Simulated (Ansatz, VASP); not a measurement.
**C: VASP beside Ansatz**

```
CELL_PARAMETERS angstrom
0.00000 2.14822 3.42036
1.24094 0.00000 3.42036
1.24094 2.14822 0.00000
ATOMIC_POSITIONS crystal
C 0.20184 0.79816 0.20184
C 0.79816 0.20184 0.79816
```

Alike in both runs: task single point; functional PBE; dispersion D3(BJ); k mesh 16 × 16 × 16; occupations gaussian, width 0.03 eV; no spin polarisation.

```csv
,VASP,Ansatz
version,VASP 6.6.1,Ansatz 0.2.0
potentials or method,"VASP PAW PBE potentials, release 64 (C), cutoff 520 eV","scalar-relativistic, plane waves, PAW"
valence electrons in the cell,8,8
```

|  | VASP | Ansatz | Ansatz less VASP |
| --- | --- | --- | --- |
| gap on the k mesh at the Fermi level (eV) | none | none | - |
| pressure (GPa) | 19.2 | 19.1 | -0.10 |
| traceless stress, the component that is largest in VASP (GPa) | 29.74 | 29.45 | -0.284 |
| rms of the force components (eV/Å) | 4.457 | 4.463 | +0.0066 |

Atom by atom the forces differ by 0.007 eV/Å (rms over components). A gap of «none» marks a metal or a gap that the smearing closes.
